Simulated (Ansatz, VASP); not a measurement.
Given: the input of a run of Ansatz 0.2.0 on Sb.

File input.yaml:

```yaml
crystal:
  lattice:
    - [0.0, 2.3712425216, 2.3712425216]
    - [2.3712425216, 0.0, 2.3712425216]
    - [2.3712425216, 2.3712425216, 0.0]
  atoms:
    - { symbol: Sb, position: [0.0, 0.0, 0.0] }
hamiltonian:
  xc: { exchange: r2scan, correlation: r2scan, exx: { coeff: 0.5 } }
  pseudopotentials: { kind: paw }
kpoints:
  mp_grid: { grid: [6, 6, 6] }
scf:
  occupations: { method: fermi_dirac, width: 0.05 }
output:
  forces: true
  stress: true
  eigenvalues: true
```

Potentials or basis: Ansatz PAW.

Run with:

```console
$ ansatz run input.yaml --threads 2 --pin off --max-ram 5632MiB --backend cpu --events-out ev --progress --plain --runs-dir out
```

Question: Set up the same calculation for VASP 6.6.1. Potentials there: VASP PAW PBE potentials, release 64 (Sb).

Answer: As run (the cutoff follows the program's own potentials):

The input POSCAR:

```
Sb
1.0
    0.0000000000      2.3712425216      2.3712425216
    2.3712425216      0.0000000000      2.3712425216
    2.3712425216      2.3712425216      0.0000000000
Sb
1
Direct
    0.0000000000      0.0000000000      0.0000000000
```

Contents of INCAR.step1:

```
SYSTEM = Sb
PREC     = Accurate       ! precision mode
ENCUT    = 520            ! plane-wave cutoff, eV
EDIFF    = 1E-5           ! SCF threshold, eV
ISMEAR   = -1             ! smearing method
SIGMA    = 0.05           ! smearing width, eV
LREAL    = .False.        ! projectors in reciprocal space
LASPH    = .True.         ! aspherical terms in the spheres
NELM     = 60             ! most SCF steps
ALGO     = Normal         ! electronic algorithm
ISIF     = 2              ! what is computed and relaxed
LWAVE    = .True.         ! write WAVECAR
GGA      = PE             ! functional
NBANDS   = 8              ! bands
```

File INCAR.step2:

```
SYSTEM = Sb
PREC     = Accurate       ! precision mode
ENCUT    = 520            ! plane-wave cutoff, eV
EDIFF    = 1E-7           ! SCF threshold, eV
ISMEAR   = -1             ! smearing method
SIGMA    = 0.05           ! smearing width, eV
LREAL    = .False.        ! projectors in reciprocal space
LASPH    = .True.         ! aspherical terms in the spheres
NELM     = 60             ! most SCF steps
ALGO     = Normal         ! electronic algorithm
ISIF     = 2              ! what is computed and relaxed
LWAVE    = .False.        ! write WAVECAR
LCHARG   = .True.         ! write CHGCAR
METAGGA  = R2SCAN         ! meta-GGA
LHFCALC  = .True.         ! exact exchange
AEXX     = 0.5            ! exact-exchange fraction
LMIXTAU  = .True.       
PRECFOCK = Normal       
LELF     = .True.         ! ELF
LVHAR    = .True.       
ISTART   = 1            
NBANDS   = 8              ! bands
```

KPOINTS

```
Automatic mesh
0
Gamma
  6 6 6
  0 0 0
```

Potentials or basis: VASP PAW PBE potentials, release 64 (Sb).

The run is started by

```sh
$ cat potpaw_PBE.64/Sb/POTCAR > POTCAR
$ cp INCAR.step1 INCAR
$ mpirun -np 1 vasp_std > vasp.out
$ cp INCAR.step2 INCAR
$ mpirun -np 1 vasp_std > vasp.out
```

Both were run:

|  | VASP | Ansatz | Ansatz less VASP |
| --- | --- | --- | --- |
| gap on the k mesh at the Fermi level (eV) | none | none | - |
| pressure (GPa) | -6.2 | -2.5 | +3.72 |

VASP's potentials were made for PBE, not for r2SCAN-based global hybrid. A gap of «none» marks a metal or a gap that the smearing closes. VASP's potentials hold 5 valence electrons a cell and Ansatz's 15, so a difference there can come from the potentials and not from the codes.

The k mesh is coarse, so the values compare programs but aren't converged. Spin-orbit coupling is off throughout.
